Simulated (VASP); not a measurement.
# Ca2P3Ru (P6/mmm) in VASP: single point with PBE

Aim: the single point of Ca2P3Ru with PBE.

Everything below comes from runs of VASP 6.6.1. Logs are shortened: lines on timing, memory, paths and dates and some standing lists are left out, and cuts for length are marked.

## (1) The cell of the first run

The structure is hexagonal, space group P6/mmm (No. 191). Conventional cell: a = 5.351 Å, b = 5.351 Å, c = 4.802 Å, α = 90.00°, β = 90.00°, γ = 120.00°. Within 3.8 Å of Ca (site symmetry -6m2) lie 6 P at 2.86 Å and 3 Ca at 3.09 Å and 3 Ru at 3.09 Å. P (site symmetry mmm) has 4 P at 2.68 Å and 4 Ca at 2.86 Å and 4 Ru at 3.60 Å within 3.6 Å. Ru (site symmetry 6/mmm) has 6 Ca at 3.09 Å and 12 P at 3.60 Å within 4.1 Å.

The cell was built from a structure type or drawn by symmetry, and may not be a known phase.

## (2) Single point, PBE

Contents of INCAR:

```
SYSTEM = Ca2P3Ru
  PREC = Accurate
  ENCUT = 520
  EDIFF = 1E-7
  ISMEAR = 0
  SIGMA = 0.1
  LREAL = .False.
  LASPH = .True.
  NELM = 100
  ALGO = Fast
  ISIF = 2
  LWAVE = .False.
  LCHARG = .True.
  GGA = PE
  LELF = .True.
  LVHAR = .True.
  NBANDS = 34
```

Contents of KPOINTS:

```
regular mesh
0
Gamma
  9 9 10
  0 0 0
```

Contents of POSCAR:

```
Ca2P3Ru
1.0
    5.3512119693      0.0000000000      0.0000000000
   -2.6756059846      4.6342855064      0.0000000000
    0.0000000000      0.0000000000      4.8023189902
Ca P Ru
2 3 1
Direct
    0.3333333333      0.6666666667      0.0000000000
    0.6666666667      0.3333333333      0.0000000000
    0.5000000000      0.0000000000      0.5000000000
    0.5000000000      0.5000000000      0.5000000000
    0.0000000000      0.5000000000      0.5000000000
    0.0000000000      0.0000000000      0.0000000000
```

Potentials or basis: VASP PAW PBE potentials, release 64 (Ca_sv, P, Ru_pv).

Command:

```
> cat potpaw_PBE.64/Ca_sv/POTCAR potpaw_PBE.64/P/POTCAR potpaw_PBE.64/Ru_pv/POTCAR > POTCAR
> mpirun -np 1 vasp_std > vasp.out
```

OUTCAR:

```text
SYSTEM = Ca2P3Ru
   PREC = Accurate
   ENCUT = 520
   EDIFF = 1E-7
   ISMEAR = 0
   LREAL = .False.
   LASPH = .True.
   NELM = 100
   ISIF = 2
   GGA = PE

 ion  position               nearest neighbor table
   1  0.333  0.667  0.000-   3 2.86   3 2.86   5 2.86   5 2.86   4 2.86   4 2.86   2 3.09   6 3.09
                             2 3.09   6 3.09   6 3.09   2 3.09
   2  0.667  0.333  0.000-   3 2.86   3 2.86   5 2.86   5 2.86   4 2.86   4 2.86   1 3.09   6 3.09
                             1 3.09   6 3.09   6 3.09   1 3.09
   3  0.500  0.000  0.500-   4 2.68   4 2.68   5 2.68   5 2.68   1 2.86   2 2.86   1 2.86   2 2.86

   4  0.500  0.500  0.500-   3 2.68   3 2.68   5 2.68   5 2.68   1 2.86   2 2.86   1 2.86   2 2.86

   5  0.000  0.500  0.500-   3 2.68   3 2.68   4 2.68   4 2.68   1 2.86   2 2.86   1 2.86   2 2.86

   6  0.000  0.000  0.000-   1 3.09   2 3.09   1 3.09   2 3.09   2 3.09   1 3.09

  LATTYP: Found a hexagonal cell.
 ALAT       =     5.3512119693
 C/A-ratio  =     0.8974264181

  Lattice vectors:

 A1 = (   5.3512119693,   0.0000000000,   0.0000000000)
 A2 = (  -2.6756059846,   4.6342855064,   0.0000000000)
 A3 = (   0.0000000000,   0.0000000000,   4.8023189902)

Analysis of symmetry for initial positions (statically):
=====================================================================
 Subroutine PRICEL returns:
 Original cell was already a primitive cell.

 Routine SETGRP: Setting up the symmetry group for a
 hexagonal supercell.

 Subroutine GETGRP returns: Found 24 space group operations
 (whereof 24 operations were pure point group operations)
 out of a pool of 24 trial point group operations.

The static configuration has the point symmetry D_6h.

Analysis of symmetry for dynamics (positions and initial velocities):
=====================================================================
 Subroutine PRICEL returns:
 Original cell was already a primitive cell.

 Routine SETGRP: Setting up the symmetry group for a
 hexagonal supercell.

 Subroutine GETGRP returns: Found 24 space group operations
 (whereof 24 operations were pure point group operations)
 out of a pool of 24 trial point group operations.

The dynamic configuration has the point symmetry D_6h.

 Subroutine INISYM returns: Found 24 space group operations
 (whereof 24 operations are pure point group operations),
 and found     1 'primitive' translations

----------------------------------------------------------------------------------------

                                     Primitive cell

  volume of cell :     119.0929

  direct lattice vectors                    reciprocal lattice vectors
     5.351211969  0.000000000  0.000000000     0.186873554  0.107891497  0.000000000
    -2.675605985  4.634285506  0.000000000     0.000000000  0.215782994  0.000000000
     0.000000000  0.000000000  4.802318990     0.000000000  0.000000000  0.208232731

  length of vectors
     5.351211969  5.351211969  4.802318990     0.215782994  0.215782994  0.208232731

  position of ions in fractional coordinates (direct lattice)
     0.333333333  0.666666667  0.000000000
     0.666666667  0.333333333  0.000000000
     0.500000000  0.000000000  0.500000000
     0.500000000  0.500000000  0.500000000
     1.000000000  0.500000000  0.500000000
     0.000000000  0.000000000  0.000000000

  ion indices of the primitive-cell ions
   primitive index   ion index
                 1           1
                 2           2
                 3           3
                 4           4
                 5           5
                 6           6

----------------------------------------------------------------------------------------

 KPOINTS: regular mesh

Automatic generation of k-mesh.
 Grid dimensions read from file:
 generate k-points for:    9    9   10

 Generating k-lattice:

  Cartesian coordinates                     Fractional coordinates (reciprocal lattice)
     0.020763728  0.011987944  0.000000000     0.111111111 -0.000000000  0.000000000
     0.000000000  0.023975888  0.000000000     0.000000000  0.111111111  0.000000000
     0.000000000  0.000000000  0.020823273     0.000000000  0.000000000  0.100000000

  Length of vectors
     0.023975888  0.023975888  0.020823273

  Shift w.r.t. Gamma in fractional coordinates (k-lattice)
     0.000000000  0.000000000  0.000000000

 Subroutine IBZKPT returns following result:
 ===========================================

 Found     72 irreducible k-points:

 Following reciprocal coordinates:
            Coordinates               Weight
  0.000000  0.000000  0.000000      1.000000
  0.111111  0.000000  0.000000      6.000000
  0.222222  0.000000  0.000000      6.000000
  0.333333  0.000000  0.000000      6.000000
  0.444444  0.000000  0.000000      6.000000
  0.111111  0.111111  0.000000      6.000000
[... 16 lines left out ...]
  0.333333  0.222222  0.100000     24.000000
  0.333333  0.333333  0.100000      4.000000
 [... further k-points ...]
   k-points           NKPTS =     72   k-points in BZ     NKDIM =     72   number of bands    NBANDS=     34
   number of dos      NEDOS =    301   number of ions     NIONS =      6
   total plane-waves  NPLWV =  57600
   dimension x,y,z NGX =    40 NGY =   40 NGZ =   36
   dimension x,y,z NGXF=    80 NGYF=   80 NGZF=   72
   ions per type =               2   3   1
   NGX,Y,Z   is equivalent  to a cutoff of  12.43, 12.43, 12.46 a.u.
   NGXF,Y,Z  is equivalent  to a cutoff of  24.85, 24.85, 24.92 a.u.
 SYSTEM =  Ca2P3Ru
   PREC   = accura    normal or accurate (medium, high low for compatibility)
   ISTART =      0    job   : 0-new  1-cont  2-samecut
   ICHARG =      2    charge: 1-file 2-atom 10-const
   ISPIN  =      1    spin polarized calculation?
   LNONCOLLINEAR =      F non collinear calculations
   LSORBIT =      F    spin-orbit coupling
   LASPH  =      T    aspherical Exc in radial PAW
   ENCUT  =  520.0 eV  38.22 Ry    6.18 a.u.   9.95  9.95  8.93*2*pi/ulx,y,z
   NELM   =    100;   NELMIN=  2; NELMDL= -5     # of ELM steps
   EDIFF  = 0.1E-06   stopping-criterion for ELM
   LREAL  =      F    real-space projection
   EDIFFG = 0.1E-05   stopping-criterion for IOM
   NSW    =      0    number of steps for IOM
   IBRION =     -1    ionic relax: 0-MD 1-quasi-New 2-CG
   NFREE  =      0    steps in history (QN), initial steepest desc. (CG)
   ISIF   =      2    stress and relaxation
   ISYM   =      2    0-nonsym 1-usesym 2-fastsym
   POTIM  = 0.5000    time-step for ionic-motion
   TEBEG  =    0.0;   TEEND  =   0.0 temperature during run
   PSTRESS=    0.0 pullay stress
   NELECT =      49.0000    total number of electrons
   NUPDOWN=      -1.0000    fix difference up-down
   EMIN   =  10.00;   EMAX   =-10.00  energy-range for DOS
   EFERMI =   0.00;   METHOD = LEGACY
   ISMEAR =     0;   SIGMA  =   0.10  broadening in eV -4-tet -1-fermi 0-gaus
   EFERMI_NEDOS =   21; number of points for ismear=-14 and -15
   IALGO  =     68    algorithm
   IMIX   =      4    mixing-type and parameters
     AMIX     =   0.40;   BMIX     =  1.00
     AMIX_MAG =   1.60;   BMIX_MAG =  1.00
  volume/ion in A,a.u.               =      19.85       133.95
  Fermi-wavevector in a.u.,A,eV,Ry     =   1.217619  2.300967 20.171955  1.482597
  Thomas-Fermi vector in A             =   2.352934
   LORBIT       =      0    0 simple, 1 ext, 2 COOP (PROOUT), +10 PAW based schemes
   GGA     = PE    functional components
   LHFCALC =     F    Hartree Fock is set to
   AEXX    =    0.0000 exact exchange contribution
   IVDW    =     0    specifies the selected vdW correction
   LEPSILON=     F    determine dielectric tensor
   LRPA    =     F    only Hartree local field effects (RPA)
 non-spin polarized calculation
 RMM-DIIS sequential band-by-band and
 Gauss-broadening in eV      SIGMA  =   0.10
  energy-cutoff  :      520.00
  volume of cell :      119.09
 maximum number of plane-waves:      3225
 NGX is ok and might be reduce to    40
   NGX = 19   NGY = 19   NGZ = 17

 number of electron      48.9999997 magnetization

 Free energy of the ion-electron system (eV)
  ---------------------------------------------------
  ext. energy  EPLUGINS =         0.00000000
  ---------------------------------------------------
  free energy    TOTEN  =       -27.06885647 eV

  energy without entropy =      -27.03102825  energy(sigma->0) =      -27.04994236

 E-fermi :   5.7262     XC(G=0): -10.3704

 val. band max:        5.7261755138   @ k =   0.4444   0.1111   0.4000
 cond. band min:       5.7329764960   @ k =   0.0000   0.0000   0.3000
 fundamental gap:      0.0068009823
 Fermi energy:         5.7262111312

 k-point     1 :       0.0000    0.0000    0.0000
  band No.  band energies     occupation
      1     -35.8068      2.00000
      2     -35.6586      2.00000
      3     -35.6586      2.00000
      4     -34.1677      2.00000
      5     -34.0382      2.00000
      6     -15.5037      2.00000
[... 26 lines left out ...]
     33      10.0793      0.00000
     34      10.1974      0.00000

 k-point     2 :       0.1111    0.0000    0.0000
  band No.  band energies     occupation
      1     -35.8068      2.00000
      2     -35.6590      2.00000
      3     -35.6587      2.00000
      4     -34.1638      2.00000
      5     -34.0417      2.00000
      6     -15.5084      2.00000
[... 26 lines left out ...]
     33      10.1192      0.00000
     34      10.5789      0.00000

 k-point     3 :       0.2222    0.0000    0.0000
  band No.  band energies     occupation
      1     -35.8068      2.00000
      2     -35.6600      2.00000
      3     -35.6587      2.00000
      4     -34.1530      2.00000
      5     -34.0515      2.00000
      6     -15.5199      2.00000
[... 26 lines left out ...]
     33       9.9369      0.00000
     34      10.2346      0.00000

 k-point     4 :       0.3333    0.0000    0.0000
  band No.  band energies     occupation
      1     -35.8068      2.00000
      2     -35.6611      2.00000
      3     -35.6587      2.00000
      4     -34.1378      2.00000
      5     -34.0656      2.00000
      6     -15.5323      2.00000
[... 26 lines left out ...]
     33       9.9626      0.00000
     34      10.3853      0.00000

 k-point     5 :       0.4444    0.0000    0.0000
  band No.  band energies     occupation
      1     -35.8068      2.00000
      2     -35.6618      2.00000
      3     -35.6587      2.00000
      4     -34.1235      2.00000
      5     -34.0792      2.00000
      6     -15.5401      2.00000
[... 621 lines left out ...]
 k-point    22 :       0.2222    0.2222    0.1000
  band No.  band energies     occupation
      1     -35.8068      2.00000
      2     -35.6610      2.00000
      3     -35.6592      2.00000
      4     -34.1293      2.00000
      5     -34.0735      2.00000
      6     -15.5518      2.00000
[... 26 lines left out ...]
     33       9.8494      0.00000
     34      10.1560      0.00000

 k-point    23 :       0.3333    0.2222    0.1000
  band No.  band energies     occupation
      1     -35.8068      2.00000
      2     -35.6612      2.00000
      3     -35.6596      2.00000
      4     -34.1149      2.00000
      5     -34.0873      2.00000
      6     -15.5645      2.00000
[... 26 lines left out ...]
     33      10.1622      0.00000
     34      10.3478      0.00000

 k-point    24 :       0.3333    0.3333    0.1000
  band No.  band energies     occupation
      1     -35.8068      2.00000
      2     -35.6605      2.00000
      3     -35.6605      2.00000
      4     -34.1010      2.00000
      5     -34.1010      2.00000
      6     -15.5725      2.00000
[... 26 lines left out ...]
     33      10.1888      0.00000
     34      10.1889      0.00000

 [... further k-points ...]

------------------------ aborting loop because EDIFF is reached ----------------------------------------

  FORCE on cell =-STRESS in cart. coord.  units (eV):
  Direction    XX          YY          ZZ          XY          YZ          ZX
  --------------------------------------------------------------------------------------
  -------------------------------------------------------------------------------------
  Total        0.0614075      0.0614075      0.2077503      0.0000000      0.0000000      0.0000000
  in kB        0.8261261      0.8261261      2.7949002      0.0000000      0.0000000      0.0000000
  external PRESSURE =       1.4823842 kB  Pullay stress =       0.0000000 kB

 VOLUME and BASIS-vectors are now :
 -----------------------------------------------------------------------------
  energy-cutoff  :      520.00
  volume of cell :      119.09
      direct lattice vectors                 reciprocal lattice vectors
     5.351211969  0.000000000  0.000000000     0.186873554  0.107891497  0.000000000
    -2.675605985  4.634285506  0.000000000     0.000000000  0.215782994  0.000000000
     0.000000000  0.000000000  4.802318990     0.000000000  0.000000000  0.208232731

 POSITION                                       TOTAL-FORCE (eV/Angst)
 -----------------------------------------------------------------------------------
     -0.00000      3.08952      0.00000        -0.000000     -0.000000     -0.000000
      2.67561      1.54476      0.00000         0.000000      0.000000      0.000000
      2.67561      0.00000      2.40116        -0.000000      0.000000     -0.000000
      1.33780      2.31714      2.40116        -0.000000      0.000000     -0.000000
     -1.33780      2.31714      2.40116        -0.000000      0.000000     -0.000000
      0.00000      0.00000      0.00000        -0.000000      0.000000     -0.000000
 -----------------------------------------------------------------------------------
    total drift:                                0.000000     -0.000000      0.000000

  FREE ENERGIE OF THE ION-ELECTRON SYSTEM (eV)
  ---------------------------------------------------
  free  energy   TOTEN  =       -27.0688564658 eV

  energy  without entropy=      -27.0310282473  energy(sigma->0) =      -27.04994236
```

It took 6.9 min on 1 thread of Intel Xeon Platinum 8488C (Sapphire Rapids), shared host; peak memory 0.41 GiB.

Results:

* Free energy: -27.0689 eV
* Pressure: 0.1 GPa
* Band gap on the k mesh: zero (an odd number of electrons rules out a gap without spin polarisation)
